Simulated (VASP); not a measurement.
# BeS (P4_322) in VASP: notebook

BeS is run at these levels: PBE; tasks: single point.

Program: VASP 6.6.1. These are calculated values, not measurements. Logs are shortened: lines on timing, memory, paths and dates and some standing lists are left out, and cuts for length are marked.

### Step 1. The cell of the first run

Symmetry: P4_322, No. 95, tetragonal system. The conventional cell has a = 3.543 Å, b = 3.543 Å, c = 7.067 Å, α = 90.00°, β = 90.00°, γ = 90.00°. Within 2.5 Å of Be (site symmetry 2) lie 4 S at 1.85 to 2.03 Å. Within 2.5 Å of S (site symmetry 2) lie 4 Be at 1.85 to 2.03 Å.

The cell was built from a structure type or drawn by symmetry, and may not be a known phase.

### Step 2. Single point, PBE

File INCAR:

```
SYSTEM = BeS
  ALGO = Normal
  EDIFF = 1E-6
  ENCUT = 520
  GGA = PE
  ISIF = 2
  ISMEAR = 0
  LASPH = .TRUE.
  LCHARG = .TRUE.
  LELF = .TRUE.
  LREAL = .FALSE.
  LVHAR = .TRUE.
  LWAVE = .FALSE.
  NBANDS = 26
  NELM = 60
  PREC = Accurate
  SIGMA = 0.1
```

File KPOINTS:

```
k-points
0
G
  6 6 4
  0 0 0
```

File POSCAR:

```
BeS
1.0
    3.5432906900      0.0000000000      0.0000000000
    0.0000000000      3.5432906900      0.0000000000
    0.0000000000      0.0000000000      7.0671214200
Be S
4 4
Direct
    0.1113820100      0.5000000000      0.2500000000
    0.5000000000      0.8886179900      0.5000000000
    0.5000000000      0.1113820100      0.0000000000
    0.8886179900      0.5000000000      0.7500000000
    0.0000000000      0.6113820100      0.5000000000
    0.3886179900      0.0000000000      0.2500000000
    0.6113820100      0.0000000000      0.7500000000
    0.0000000000      0.3886179900      0.0000000000
```

Potentials or basis: VASP PAW PBE potentials, release 64 (Be, S).

On the command line:

```console
$ cat potpaw_PBE.64/Be/POTCAR potpaw_PBE.64/S/POTCAR > POTCAR
$ mpirun -np 1 vasp_std > vasp.out
```

OUTCAR:

```text
SYSTEM = BeS
   EDIFF = 1E-6
   ENCUT = 520
   GGA = PE
   ISIF = 2
   ISMEAR = 0
   LASPH = .TRUE.
   LREAL = .FALSE.
   NELM = 60
   PREC = Accurate

 ion  position               nearest neighbor table
   1  0.111  0.500  0.250-   5 1.85   8 1.85   6 2.03   6 2.03
   2  0.500  0.889  0.500-   6 1.85   7 1.85   5 2.03   5 2.03
   3  0.500  0.111  0.000-   6 1.85   7 1.85   8 2.03   8 2.03
   4  0.889  0.500  0.750-   5 1.85   8 1.85   7 2.03   7 2.03
   5  0.000  0.611  0.500-   1 1.85   4 1.85   2 2.03   2 2.03   7 2.63   6 2.63
   6  0.389  0.000  0.250-   2 1.85   3 1.85   1 2.03   1 2.03   8 2.63   5 2.63
   7  0.611  0.000  0.750-   2 1.85   3 1.85   4 2.03   4 2.03   8 2.63   5 2.63
   8  0.000  0.389  0.000-   1 1.85   4 1.85   3 2.03   3 2.03   7 2.63   6 2.63

  LATTYP: Found a simple tetragonal cell.
 ALAT       =     3.5432906900
 C/A-ratio  =     1.9945079414

  Lattice vectors:

 A1 = (   3.5432906900,   0.0000000000,   0.0000000000)
 A2 = (   0.0000000000,   3.5432906900,   0.0000000000)
 A3 = (   0.0000000000,   0.0000000000,   7.0671214200)

Analysis of symmetry for initial positions (statically):
=====================================================================
 Subroutine PRICEL returns:
 Original cell was already a primitive cell.

 Routine SETGRP: Setting up the symmetry group for a
 simple tetragonal supercell.

 Subroutine GETGRP returns: Found  8 space group operations
 (whereof  2 operations were pure point group operations)
 out of a pool of 16 trial point group operations.

The static configuration has the point symmetry C_2 .
 The point group associated with its full space group is D_4 .

Analysis of symmetry for dynamics (positions and initial velocities):
=====================================================================
 Subroutine PRICEL returns:
 Original cell was already a primitive cell.

 Routine SETGRP: Setting up the symmetry group for a
 simple tetragonal supercell.

 Subroutine GETGRP returns: Found  8 space group operations
 (whereof  2 operations were pure point group operations)
 out of a pool of 16 trial point group operations.

The dynamic configuration has the point symmetry C_2 .
 The point group associated with its full space group is D_4 .

 Subroutine INISYM returns: Found  8 space group operations
 (whereof  2 operations are pure point group operations),
 and found     1 'primitive' translations

[... 111 lines left out ...]
   NFREE  =      0    steps in history (QN), initial steepest desc. (CG)
   ISIF   =      2    stress and relaxation
   ISYM   =      2    0-nonsym 1-usesym 2-fastsym
   POTIM  = 0.5000    time-step for ionic-motion
   TEBEG  =    0.0;   TEEND  =   0.0 temperature during run
   PSTRESS=    0.0 pullay stress
   NELECT =      32.0000    total number of electrons
   NUPDOWN=      -1.0000    fix difference up-down
   EMIN   =  10.00;   EMAX   =-10.00  energy-range for DOS
   EFERMI =   0.00;   METHOD = LEGACY
   ISMEAR =     0;   SIGMA  =   0.10  broadening in eV -4-tet -1-fermi 0-gaus
   EFERMI_NEDOS =   21; number of points for ismear=-14 and -15
   IALGO  =     38    algorithm
   IMIX   =      4    mixing-type and parameters
     AMIX     =   0.40;   BMIX     =  1.00
     AMIX_MAG =   1.60;   BMIX_MAG =  1.00
  volume/ion in A,a.u.               =      11.09        74.84
  Fermi-wavevector in a.u.,A,eV,Ry     =   1.165305  2.202106 18.475824  1.357935
  Thomas-Fermi vector in A             =   2.301832
   LORBIT       =      0    0 simple, 1 ext, 2 COOP (PROOUT), +10 PAW based schemes
   GGA     = PE    functional components
   LHFCALC =     F    Hartree Fock is set to
   AEXX    =    0.0000 exact exchange contribution
   IVDW    =     0    specifies the selected vdW correction
   LEPSILON=     F    determine dielectric tensor
   LRPA    =     F    only Hartree local field effects (RPA)
 non-spin polarized calculation
 Gauss-broadening in eV      SIGMA  =   0.10
  energy-cutoff  :      520.00
  volume of cell :       88.73
 maximum number of plane-waves:      2426
 NGX is ok and might be reduce to    28
   NGX = 13   NGY = 13   NGZ = 27

 number of electron      31.9999999 magnetization

 Free energy of the ion-electron system (eV)
  ---------------------------------------------------
  ext. energy  EPLUGINS =         0.00000000
  ---------------------------------------------------
  free energy    TOTEN  =       -31.70372513 eV

  energy without entropy =      -31.70372513  energy(sigma->0) =      -31.70372513

 E-fermi :   8.0763     XC(G=0): -10.8070

 val. band max:        7.6346993631   @ k =   0.1667   0.1667   0.0000
 cond. band min:       8.4855823934   @ k =   0.0000   0.0000   0.0000
 fundamental gap:      0.8508830302
 Fermi energy:         8.0763238451

 k-point     1 :       0.0000    0.0000    0.0000
  band No.  band energies     occupation
      1      -8.8264      2.00000
      2      -6.9765      2.00000
      3      -6.9765      2.00000
      4      -3.4808      2.00000
      5      -0.1928      2.00000
      6       2.4551      2.00000
[... 685 lines left out ...]
     25      15.4850      0.00000
     26      15.5601      0.00000

 [... further k-points ...]

------------------------ aborting loop because EDIFF is reached ----------------------------------------

  FORCE on cell =-STRESS in cart. coord.  units (eV):
  Direction    XX          YY          ZZ          XY          YZ          ZX
  --------------------------------------------------------------------------------------
  -------------------------------------------------------------------------------------
  Total       18.7745683     18.7745683     48.5552662      0.0000000     -0.0000000     -0.0000000
  in kB      339.0192996    339.0192996    876.7803382      0.0000000     -0.0000000     -0.0000000
  external PRESSURE =     518.2729792 kB  Pullay stress =       0.0000000 kB

 VOLUME and BASIS-vectors are now :
 -----------------------------------------------------------------------------
  energy-cutoff  :      520.00
  volume of cell :       88.73
      direct lattice vectors                 reciprocal lattice vectors
     3.543290690  0.000000000  0.000000000     0.282223528  0.000000000  0.000000000
     0.000000000  3.543290690  0.000000000     0.000000000  0.282223528  0.000000000
     0.000000000  0.000000000  7.067121420     0.000000000  0.000000000  0.141500328

 POSITION                                       TOTAL-FORCE (eV/Angst)
 -----------------------------------------------------------------------------------
      0.39466      1.77165      1.76678         0.882302      0.000000      0.000000
      1.77165      3.14863      3.53356        -0.000000     -0.882302      0.000000
      1.77165      0.39466      0.00000         0.000000      0.882302      0.000000
      3.14863      1.77165      5.30034        -0.882302      0.000000      0.000000
      0.00000      2.16630      3.53356         0.000000     -0.977778     -0.000000
      1.37699      0.00000      1.76678         0.977778      0.000000     -0.000000
      2.16630      0.00000      5.30034        -0.977778      0.000000      0.000000
      0.00000      1.37699      0.00000         0.000000      0.977778      0.000000
 -----------------------------------------------------------------------------------
    total drift:                               -0.000000      0.000000     -0.000000

  FREE ENERGIE OF THE ION-ELECTRON SYSTEM (eV)
  ---------------------------------------------------
  free  energy   TOTEN  =       -31.7037251350 eV

  energy  without entropy=      -31.7037251350  energy(sigma->0) =      -31.70372513
```

stdout:

```text
POSCAR found type information on POSCAR BeS
 POSCAR found :  2 types and       8 ions
 scaLAPACK will be used
 LDA part: xc-table for (Slater+PW92), standard interpolation
 POSCAR, INCAR and KPOINTS ok, starting setup
 FFT: planning ... GRIDC
 FFT: planning ... GRID_SOFT
 FFT: planning ... GRID
 WAVECAR not read
 entering main loop
```

Wall time 85 s (1 thread of Intel Xeon 8259CL, shared host); peak memory 0.22 GiB.

Results:

| Quantity | Value |
| --- | --- |
| Free energy | -31.7037 eV |
| Pressure | 51.8 GPa |
| Largest force | 0.978 eV/Å |
| Band gap on the k mesh | 0.85 eV (least direct gap 1.00 eV) |

Forces in eV/Å, atoms in the order of the input:
```
Be   0.882  0.000  0.000
Be   0.000 -0.882  0.000
Be   0.000  0.882  0.000
Be  -0.882  0.000  0.000
S    0.000 -0.978  0.000
S    0.978  0.000  0.000
S   -0.978  0.000  0.000
S    0.000  0.978  0.000
```

Levels at points of the mesh, in eV from the valence-band top:
```
           k point  band 13  band 14  band 15  band 16  band 17  band 18  band 19  band 20
(0.00, 0.00, 0.00)    -2.45    -1.91    -0.15    -0.15     0.85     1.97     3.76     3.76
(0.50, 0.00, 0.00)    -2.02    -1.80    -0.93    -0.18     2.37     2.78     3.49     4.28
(0.50, 0.50, 0.00)    -2.91    -2.91    -0.51    -0.37     3.51     3.51     4.20     4.80
(0.00, 0.00, 0.50)    -1.54    -1.54    -0.97    -0.97     2.11     2.11     4.02     4.02
(0.50, 0.00, 0.50)    -1.89    -1.89    -0.91    -0.91     2.86     2.86     3.48     3.48
(0.50, 0.50, 0.50)    -2.95    -2.95    -2.17    -2.17     5.18     5.18     6.12     6.12
```

Caveat: the cell stands under pressure.

### Step 3. Single point, PBE

This run uses another cell than the first one, of 14.64 Å³/atom.

File INCAR:

```
SYSTEM = BeS
ALGO     = Normal         ! electronic algorithm
EDIFF    = 1E-6           ! SCF threshold, eV
ENCUT    = 520            ! plane-wave cutoff, eV
GGA      = PE             ! functional
ISIF     = 2              ! what is computed and relaxed
ISMEAR   = 0              ! smearing method
LASPH    = .TRUE.         ! aspherical terms in the spheres
LCHARG   = .FALSE.        ! write CHGCAR
LREAL    = .FALSE.        ! projectors in reciprocal space
LWAVE    = .FALSE.        ! write WAVECAR
NBANDS   = 26             ! bands
NELM     = 100            ! most SCF steps
PREC     = Accurate       ! precision mode
SIGMA    = 0.1            ! smearing width, eV
```

KPOINTS is that of step 2.

File POSCAR:

```
BeS
1.0
    3.7935524911      0.0000000000      0.0000000000
    0.0000000000      3.7935524911      0.0000000000
    0.0000000000      0.0000000000      8.1375124893
Be S
4 4
Direct
    0.1587183273      0.5000000000      0.2500000000
    0.5000000000      0.8412816727      0.5000000000
    0.5000000000      0.1587183273      0.0000000000
    0.8412816727      0.5000000000      0.7500000000
    0.0000000000      0.5668470809      0.5000000000
    0.4331529191      0.0000000000      0.2500000000
    0.5668470809      0.0000000000      0.7500000000
    0.0000000000      0.4331529191      0.0000000000
```

Potentials or basis: VASP PAW PBE potentials, release 64 (Be, S).

On the command line:

```console
$ cat potpaw_PBE.64/Be/POTCAR potpaw_PBE.64/S/POTCAR > POTCAR
$ mpirun -np 1 vasp_std > vasp.out
```

Run time: 98 s. Hardware: 1 thread of Intel Xeon 8259CL, shared host; peak memory 0.24 GiB.

Results (log left out):

| Item | Value |
| --- | --- |
| Free energy | -36.5209 eV |
| Pressure | 0.2 GPa |
| Largest force | 0.031 eV/Å |
| Band gap on the k mesh | 1.99 eV |

Forces on the atoms (eV/Å):
```
Be  -0.011  0.000  0.000
Be   0.000  0.011  0.000
Be   0.000 -0.011  0.000
Be   0.011  0.000  0.000
S    0.000 -0.031  0.000
S    0.031  0.000  0.000
S   -0.031  0.000  0.000
S    0.000  0.031  0.000
```

Stress tensor (GPa, compression positive):
```
0.21 0.00 0.00
0.00 0.21 0.00
0.00 0.00 0.30
```

Levels at points of the mesh, in eV from the valence-band top:
| k point | band 12 | band 13 | band 14 | band 15 | band 16 | band 17 | band 18 | band 19 | band 20 | band 21 |
| --- | --- | --- | --- | --- | --- | --- | --- | --- | --- | --- |
| (0.00, 0.00, 0.00) | -1.63 | -1.24 | -1.15 | 0.00 | 0.00 | 1.99 | 1.99 | 4.13 | 4.13 | 4.60 |
| (0.50, 0.00, 0.00) | -2.48 | -1.22 | -1.14 | -0.99 | -0.06 | 2.76 | 2.85 | 4.45 | 4.66 | 5.17 |
| (0.50, 0.50, 0.00) | -3.71 | -2.21 | -2.21 | -1.23 | -0.30 | 2.81 | 2.81 | 3.18 | 5.77 | 7.49 |
| (0.00, 0.00, 0.50) | -2.20 | -0.94 | -0.94 | -0.44 | -0.44 | 2.60 | 2.60 | 3.32 | 3.32 | 5.84 |
| (0.50, 0.00, 0.50) | -2.04 | -1.31 | -1.31 | -0.73 | -0.73 | 3.32 | 3.32 | 4.63 | 4.63 | 5.07 |
| (0.50, 0.50, 0.50) | -3.41 | -2.79 | -2.79 | -1.39 | -1.39 | 4.37 | 4.37 | 4.61 | 4.61 | 5.87 |

### Step 4. Single point, PBE

This run uses another cell than the first one, of 14.66 Å³/atom.

File INCAR:

```
PREC = Accurate
ENCUT = 520
EDIFF = 1E-6
ISMEAR = 0
SIGMA = 0.02
LREAL = False
LASPH = True
NELM = 100
ALGO = Normal
ISIF = 2
LWAVE = False
LCHARG = True
GGA = PE
LELF = True
LVHAR = True
NBANDS = 26
```

File KPOINTS:

```
regular mesh
0
Gamma
  8 8 4
```

File POSCAR:

```
BeS
1.0
    3.7946320329      0.0000000000      0.0000000000
    0.0000000000      3.7946320329      0.0000000000
    0.0000000000      0.0000000000      8.1466235685
Be S
4 4
Direct
    0.1586362836      0.5000000000      0.2500000000
    0.5000000000      0.8413637164      0.5000000000
    0.5000000000      0.1586362836      0.0000000000
    0.8413637164      0.5000000000      0.7500000000
    0.0000000000      0.5658147225      0.5000000000
    0.4341852775      0.0000000000      0.2500000000
    0.5658147225      0.0000000000      0.7500000000
    0.0000000000      0.4341852775      0.0000000000
```

On the command line:

```console
$ cat potpaw_PBE.64/Be/POTCAR potpaw_PBE.64/S/POTCAR > POTCAR
$ mpirun -np 1 vasp_std > vasp.out
```

Run time: 2.5 min. Hardware: 1 thread of Intel Xeon 8259CL, shared host; peak memory 0.27 GiB.

It converged, with:

| Item | Value |
| --- | --- |
| Free energy | -36.5213 eV |
| Pressure | 0.0 GPa |
| Largest force | 0.007 eV/Å |
| Band gap on the k mesh | 1.97 eV |

Forces in eV/Å, atoms in the order of the input:
```
Be   0.003  0.000  0.000
Be   0.000 -0.003  0.000
Be   0.000  0.003  0.000
Be  -0.003  0.000  0.000
S    0.000 -0.007  0.000
S    0.007  0.000  0.000
S   -0.007  0.000  0.000
S    0.000  0.007  0.000
```

Levels at points of the mesh, in eV from the valence-band top:
```csv
k point,band 14,band 15,band 16,band 17,band 18,band 19
"(0.00, 0.00, 0.00)",-1.16,0.00,0.00,1.97,1.99,4.13
"(0.50, 0.00, 0.00)",-1.14,-0.99,-0.07,2.76,2.84,4.43
"(0.50, 0.50, 0.00)",-2.22,-1.24,-0.30,2.79,2.79,3.17
"(0.00, 0.00, 0.50)",-0.93,-0.44,-0.44,2.60,2.60,3.30
"(0.50, 0.00, 0.50)",-1.31,-0.73,-0.73,3.32,3.32,4.62
"(0.50, 0.50, 0.50)",-2.79,-1.40,-1.40,4.35,4.35,4.58
```

### Step 5. Summary

```csv
cell,k mesh,smearing,gap on the mesh (eV),pressure (GPa),largest force (eV/Å)
"a = 3.543, b = 3.543, c = 7.067 Å, 8 atoms, atomic positions A",6 × 6 × 4,gaussian 0.1 eV,0.85,51.8,0.98
"a = 3.794, b = 3.794, c = 8.138 Å, 8 atoms, atomic positions B",6 × 6 × 4,gaussian 0.1 eV,1.99,0.2,0.03
"a = 3.795, b = 3.795, c = 8.147 Å, 8 atoms, atomic positions B",8 × 8 × 4,gaussian 0.02 eV,1.97,0.0,0.01
```

Alike in all rows: task single point; level PBE; potentials or basis VASP PAW PBE potentials, release 64 (Be, S); no spin polarisation; cutoff (eV) 520.

Caveats: the cell stands under pressure (at least some runs).

Absolute energies hang on the potentials; compare differences alone.
